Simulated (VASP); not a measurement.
## Ge: single point with PBE

Ge:

```
Ge
1.0
     3.96164    0.00000    0.00000
     0.00000    5.60260    0.00000
     0.00000    0.00000    4.13228
Ge
4
Direct
  0.00000 0.99686 0.00000
  0.50000 0.25314 0.00000
  0.50000 0.49686 0.50000
  0.00000 0.75314 0.50000
```

```yaml
Program: VASP 6.6.1
Task: single point
Functional: PBE
Potentials_or_basis: VASP PAW PBE potentials, release 64 (Ge_d)
Cutoff: 500 eV
k_mesh: 10 × 8 × 10
Occupations: gaussian, width 0.1 eV
Spin: no spin polarisation
```

| Item | Value |
| --- | --- |
| Pressure | 2.6 GPa |
| Band gap on the k mesh | zero (bands 28 and 29 overlap by 0.19 eV) |

Forces in eV/Å, atoms in the order of the input:
```
Ge   0.000  0.003  0.000
Ge   0.000 -0.003  0.000
Ge   0.000  0.003  0.000
Ge   0.000 -0.003  0.000
```

Stress tensor (GPa, compression positive):
```
 4.53  0.00  0.00
 0.00  3.48  0.00
 0.00  0.00 -0.14
```

Levels at points of the mesh, in eV from the Fermi level:
```tsv
k point	band 24	band 25	band 26	band 27	band 28	band 29	band 30	band 31	band 32	band 33
(0.00, 0.00, 0.00)	-3.35	-2.85	-0.21	-0.13	0.11	0.15	0.35	1.02	2.42	2.57
(0.50, 0.00, 0.00)	-6.45	-3.69	-3.69	-1.73	-1.73	1.56	1.56	4.71	4.71	5.01
(0.00, 0.50, 0.00)	-4.64	-2.29	-2.29	-1.82	-1.82	0.90	0.90	2.79	2.79	5.78
(0.50, 0.50, 0.00)	-7.49	-1.62	-1.62	-1.33	-1.33	-0.08	-0.08	3.56	3.56	3.81
(0.00, 0.00, 0.50)	-6.45	-3.74	-3.74	-1.38	-1.38	2.15	2.15	4.90	4.90	5.35
(0.50, 0.00, 0.50)	-8.85	-2.96	-2.96	-2.96	-2.96	0.84	0.84	0.84	0.84	9.26
(0.00, 0.50, 0.50)	-7.55	-1.27	-1.27	-1.23	-1.23	0.38	0.38	3.84	3.84	3.85
(0.50, 0.50, 0.50)	-8.75	-3.82	-3.82	-3.82	-3.82	4.46	4.46	4.46	4.46	4.89
```

It took 6.4 min on 1 thread of Oxide Virtual Turin-like Processor (shared host), peak memory 0.44 GiB.

Caveat: semilocal functionals underestimate gaps, and a narrow one can read as zero.
